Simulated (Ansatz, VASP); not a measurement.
One calculation of C, two programs

```
CELL_PARAMETERS angstrom
-2.41040 2.44053 2.44053
2.41040 -2.38027 2.38027
2.41040 2.38027 -2.38027
ATOMIC_POSITIONS crystal
C 0.32547 0.00000 0.00000
C 0.67453 0.67453 0.67453
C 0.00000 0.32547 0.00000
C 0.00000 0.00000 0.32547
C 0.00000 0.67453 0.00000
C 0.32547 0.32547 0.32547
C 0.67453 0.00000 0.00000
C 0.00000 0.00000 0.67453
```

Change from the starting cell: strain +0.0250 x Voigt [0, 0, 0, 1, 0, 0], atoms carried along.

Alike in both runs: task single point; functional LDA; k mesh 8 × 8 × 8; occupations gaussian, width 0.05 eV; no spin polarisation.

|  | VASP | Ansatz |
| --- | --- | --- |
| version | VASP 6.6.1 | Ansatz 0.2.0 |
| potentials or method | VASP PAW LDA potentials, release 64 (C_h), cutoff 910 eV | scalar-relativistic, plane waves, PAW |
| valence electrons in the cell | 32 | 32 |

VASP gave:

| Property | Result |
| --- | --- |
| gap on the k mesh at the Fermi level (eV) | 2.83 |
| least direct gap on the mesh (eV) | 3.68 |
| rms of the force components (eV/Å) | 0.042 |

Question: What did Ansatz give for the same quantities?

Answer: gap on the k mesh at the Fermi level (eV): 2.83; least direct gap on the mesh (eV): 3.69; rms of the force components (eV/Å): 0.037.

LDA's correlation is that of Perdew and Zunger in VASP and of Perdew and Wang (1992) in Ansatz. Atom by atom the forces differ by 0.022 eV/Å (rms over components).

Noted on VASP's run: the cutoff is short for stress, so the pressure is rough.
